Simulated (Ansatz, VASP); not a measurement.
## One calculation of CsSnI3, two programs

File INCAR:

```
  PREC = Accurate
  ENCUT = 500
  EDIFF = 1E-6
  ISMEAR = 0
  SIGMA = 0.01
  LREAL = False
  LASPH = True
  NELM = 120
  ALGO = Normal
  ISIF = 2
  LWAVE = False
  LCHARG = True
  GGA = PE
  LELF = True
  LVHAR = True
  NBANDS = 30
  GGA_COMPAT = False
```

The input KPOINTS:

```
regular mesh
0
Gamma
  4 4 4
```

The input POSCAR:

```
CsSnI3
1.0
    6.2414001339      0.0000000000      0.0000000000
    0.0000000000      6.2414001339      0.0000000000
    0.0000000000      0.0000000000      6.2414001339
Cs Sn I
1 1 3
Direct
    0.0000000000      0.0000000000      0.0000000000
    0.5000000000      0.5000000000      0.5000000000
    0.0000000000      0.5000000000      0.5000000000
    0.5000000000      0.0000000000      0.5000000000
    0.5000000000      0.5000000000      0.0000000000
```

Input for Ansatz:

```yaml
crystal:
  lattice:
    - [6.2414001339, 0.0, 0.0]
    - [0.0, 6.2414001339, 0.0]
    - [0.0, 0.0, 6.2414001339]
  atoms:
    - { symbol: Cs, position: [0.0, 0.0, 0.0] }
    - { symbol: Sn, position: [0.5, 0.5, 0.5] }
    - { symbol: I, position: [0.0, 0.5, 0.5] }
    - { symbol: I, position: [0.5, 0.0, 0.5] }
    - { symbol: I, position: [0.5, 0.5, 0.0] }
kpoints:
  mp_grid: { grid: [4, 4, 4] }
hamiltonian:
  xc: pbe
scf:
  occupations: { method: fixed }
output:
  optics:
    e_range: [0, 12]
    de: 0.05
    sigma: 0.1
    bands: { spectra_wanted_up_to: 12 }
```

Alike in both runs: task single point; functional PBE; k mesh 4 × 4 × 4; no spin polarisation.

|  | VASP | Ansatz |
| --- | --- | --- |
| version | VASP 6.6.1 | Ansatz 0.2.0 |
| potentials or method | VASP PAW PBE potentials, release 64 (Cs_sv, Sn_d, I) | plane waves, PAW |
| plane-wave cutoff (eV) | 500 | 420 |
| occupations | gaussian, width 0.01 eV | fixed |
| valence electrons in the cell | 44 | 74 |

|  | VASP | Ansatz | Ansatz less VASP |
| --- | --- | --- | --- |
| gap on the k mesh at the Fermi level (eV) | 0.38 | 0.38 | +0.006 |

VASP's potentials hold 44 valence electrons a cell and Ansatz's 74, so a difference there can come from the potentials and not from the codes.

Neither program's run includes spin-orbit coupling.
